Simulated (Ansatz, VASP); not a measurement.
# CdBr3 in VASP and in Ansatz

```
Cd Br
1.0
     3.96688    0.00000    0.00000
     0.00000    3.96688    0.00000
     0.00000    0.00000   10.37238
Cd Br
1 3
Direct
  0.00000 0.00000 0.00000
  0.50000 0.50000 0.76217
  0.00000 0.00000 0.50000
  0.50000 0.50000 0.23783
```

Change from the starting cell: species swapped into the Tm3Mg type (P4/mmm, No. 123).

Alike in both runs: task single point; functional PBE; k mesh 4 × 4 × 2; occupations gaussian, width 0.1 eV; no spin polarisation.

```csv
,VASP,Ansatz
version,VASP 6.6.1,Ansatz 0.2.0
potentials or method,"VASP PAW PBE potentials, release 64 (Cd, Br), cutoff 520 eV","scalar-relativistic, plane waves, PAW"
valence electrons in the cell,33,41
```

```csv
,VASP,Ansatz,Ansatz less VASP
gap on the k mesh at the Fermi level (eV),none,none,-
pressure (GPa),-4.6,-4.6,-0.01
"traceless stress, the component that is largest in VASP (GPa)",-2.05,-2.05,-0.005
rms of the force components (eV/Å),0.472,0.473,+0.0012
```

Atom by atom the forces differ by 0.001 eV/Å (rms over components). A gap of «none» marks a metal or a gap that the smearing closes. VASP's potentials hold 33 valence electrons a cell and Ansatz's 41, so a difference there can come from the potentials and not from the codes.

The k mesh is coarse, so the values compare programs but aren't converged.
